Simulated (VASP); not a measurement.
# In3SbAs2 (P6_3mc) in VASP: notebook, part 2 of 2

VASP 6.6.1.

**3. Single point, PBE**

The input, INCAR:

```
SYSTEM = In3SbAs2
PREC     = Accurate       ! precision mode
ENCUT    = 520            ! plane-wave cutoff, eV
EDIFF    = 1E-6           ! SCF threshold, eV
ISMEAR   = 0              ! smearing method
SIGMA    = 0.2            ! smearing width, eV
LREAL    = .FALSE.        ! projectors in reciprocal space
LASPH    = .TRUE.         ! aspherical terms in the spheres
NELM     = 100            ! most SCF steps
ALGO     = Normal         ! electronic algorithm
ISIF     = 2              ! what is computed and relaxed
LWAVE    = .FALSE.        ! write WAVECAR
LCHARG   = .FALSE.        ! write CHGCAR
GGA      = PE             ! functional
NBANDS   = 66             ! bands
```

The input, KPOINTS:

```
regular mesh
0
G
  6 6 1
  0 0 0
```

The input, POSCAR:

```
In3SbAs2
1.0
    4.4720771137     -0.0000000289      0.0000000000
   -2.2360385318      3.8729324026      0.0000000000
    0.0000000000      0.0000000000     22.0621064000
In Sb As
6 2 4
Direct
    0.6666666667      0.3333333333      0.1605630000
    0.6666666667      0.3333333333      0.5000460000
    0.6666666667      0.3333333333      0.8401680000
    0.3333333333      0.6666666667      0.0000460000
    0.3333333333      0.6666666667      0.3401680000
    0.3333333333      0.6666666667      0.6605630000
    0.6666666667      0.3333333333      0.2907930000
    0.3333333333      0.6666666667      0.7907930000
    0.6666666667      0.3333333333      0.6222050000
    0.6666666667      0.3333333333      0.9617240000
    0.3333333333      0.6666666667      0.1222050000
    0.3333333333      0.6666666667      0.4617240000
```

Potentials or basis: VASP PAW PBE potentials, release 64 (In_d, Sb, As).

The run is started by

```
> cat potpaw_PBE.64/In_d/POTCAR potpaw_PBE.64/Sb/POTCAR potpaw_PBE.64/As/POTCAR > POTCAR
> mpirun -np 1 vasp_std > vasp.out
```

OUTCAR:

```text
SYSTEM = In3SbAs2
   PREC = Accurate
   ENCUT = 520
   EDIFF = 1E-6
   ISMEAR = 0
   LREAL = .FALSE.
   LASPH = .TRUE.
   NELM = 100
   ISIF = 2
   GGA = PE

 ion  position               nearest neighbor table
   1  0.667  0.333  0.161-  11 2.72  11 2.72  11 2.72   7 2.87
   2  0.667  0.333  0.500-   9 2.70  12 2.72  12 2.72  12 2.72
   3  0.667  0.333  0.840-  10 2.68   8 2.80   8 2.80   8 2.80
   4  0.333  0.667  0.000-  11 2.70  10 2.72  10 2.72  10 2.72
   5  0.333  0.667  0.340-  12 2.68   7 2.80   7 2.80   7 2.80
   6  0.333  0.667  0.661-   9 2.72   9 2.72   9 2.72   8 2.87
   7  0.667  0.333  0.291-   5 2.80   5 2.80   5 2.80   1 2.87
   8  0.333  0.667  0.791-   3 2.80   3 2.80   3 2.80   6 2.87
   9  0.667  0.333  0.622-   2 2.70   6 2.72   6 2.72   6 2.72
  10  0.667  0.333  0.962-   3 2.68   4 2.72   4 2.72   4 2.72
[... 695 lines left out ...]
  volume of cell :      382.12
      direct lattice vectors                 reciprocal lattice vectors
     4.472077114 -0.000000029  0.000000000     0.223609741  0.129101142  0.000000000
    -2.236038532  3.872932403  0.000000000     0.000000002  0.258202287  0.000000000
     0.000000000  0.000000000 22.062106400     0.000000000  0.000000000  0.045326588

 POSITION                                       TOTAL-FORCE (eV/Angst)
 -----------------------------------------------------------------------------------
      2.23604      1.29098      3.54236        -0.000000     -0.000000     -0.031585
      2.23604      1.29098     11.03207         0.000000      0.000000     -0.007238
      2.23604      1.29098     18.53588        -0.000000      0.000000      0.059357
      0.00000      2.58195      0.00101         0.000000     -0.000000     -0.007238
      0.00000      2.58195      7.50482         0.000000     -0.000000      0.059357
      0.00000      2.58195     14.57341         0.000000      0.000000     -0.031585
      2.23604      1.29098      6.41551         0.000000      0.000000     -0.028852
      0.00000      2.58195     17.44656        -0.000000     -0.000000     -0.028852
      2.23604      1.29098     13.72715         0.000000      0.000000      0.016159
      2.23604      1.29098     21.21766        -0.000000      0.000000     -0.007841
      0.00000      2.58195      2.69610        -0.000000     -0.000000      0.016159
      0.00000      2.58195     10.18660         0.000000      0.000000     -0.007841
 -----------------------------------------------------------------------------------
    total drift:                               -0.000000     -0.000000     -0.000089

  FREE ENERGIE OF THE ION-ELECTRON SYSTEM (eV)
  ---------------------------------------------------
  free  energy   TOTEN  =       -44.3691665934 eV

  energy  without entropy=      -44.3512934860  energy(sigma->0) =      -44.36023004
```

OSZICAR:

```text
N       E                     dE             d eps       ncg     rms          rms(c)
DAV:   1     0.106417153144E+04    0.10642E+04   -0.46478E+04   924   0.174E+03
DAV:   2     0.111172810791E+03   -0.95300E+03   -0.93041E+03   924   0.452E+02
DAV:   3    -0.350531119308E+02   -0.14623E+03   -0.14039E+03  1078   0.193E+02
DAV:   4    -0.451759604348E+02   -0.10123E+02   -0.99857E+01  1104   0.500E+01
DAV:   5    -0.456060839650E+02   -0.43012E+00   -0.42937E+00  1184   0.100E+01    0.109E+01
DAV:   6    -0.444377524699E+02    0.11683E+01   -0.23190E+00  1214   0.119E+01    0.559E+00
DAV:   7    -0.443710275637E+02    0.66725E-01   -0.13514E+00  1352   0.505E+00    0.149E+00
DAV:   8    -0.443649338979E+02    0.60937E-02   -0.21105E-01  1256   0.335E+00    0.849E-01
DAV:   9    -0.443673799613E+02   -0.24461E-02   -0.21713E-02  1192   0.765E-01    0.485E-01
DAV:  10    -0.443682663946E+02   -0.88643E-03   -0.69348E-03  1184   0.431E-01    0.179E-01
DAV:  11    -0.443690391902E+02   -0.77280E-03   -0.17023E-03  1176   0.157E-01    0.700E-02
DAV:  12    -0.443691488746E+02   -0.10968E-03   -0.15313E-04  1240   0.623E-02    0.383E-02
DAV:  13    -0.443691612701E+02   -0.12395E-04   -0.55443E-05  1080   0.445E-02    0.212E-02
DAV:  14    -0.443691647436E+02   -0.34735E-05   -0.91678E-06   888   0.102E-02    0.346E-03
DAV:  15    -0.443691660063E+02   -0.12627E-05   -0.24691E-06   784   0.626E-03    0.354E-03
DAV:  16    -0.443691665934E+02   -0.58712E-06   -0.42975E-07   688   0.333E-03
   1 F= -.44369167E+02 E0= -.44360230E+02  d E =-.178731E-01
```

It used 260 s of CPU time on 1 thread of Intel(R) Xeon(R) Platinum 8488C (Sapphire Rapids) (shared host).

What came out:

```
Free energy            : -44.3692 eV
Pressure               : 0.1 GPa
Largest force          : 0.059 eV/Å
Band gap on the k mesh : zero (filled and empty bands touch)
```

Forces in eV/Å, atoms in the order of the input:
```
In   0.000  0.000 -0.032
In   0.000  0.000 -0.007
In   0.000  0.000  0.059
In   0.000  0.000 -0.007
In   0.000  0.000  0.059
In   0.000  0.000 -0.032
Sb   0.000  0.000 -0.029
Sb   0.000  0.000 -0.029
As   0.000  0.000  0.016
As   0.000  0.000 -0.008
As   0.000  0.000  0.016
As   0.000  0.000 -0.008
```

Caveat: semilocal functionals underestimate gaps, so a narrow gap can read as zero; spin-orbit coupling is left out, which moves the levels of the heavy elements.
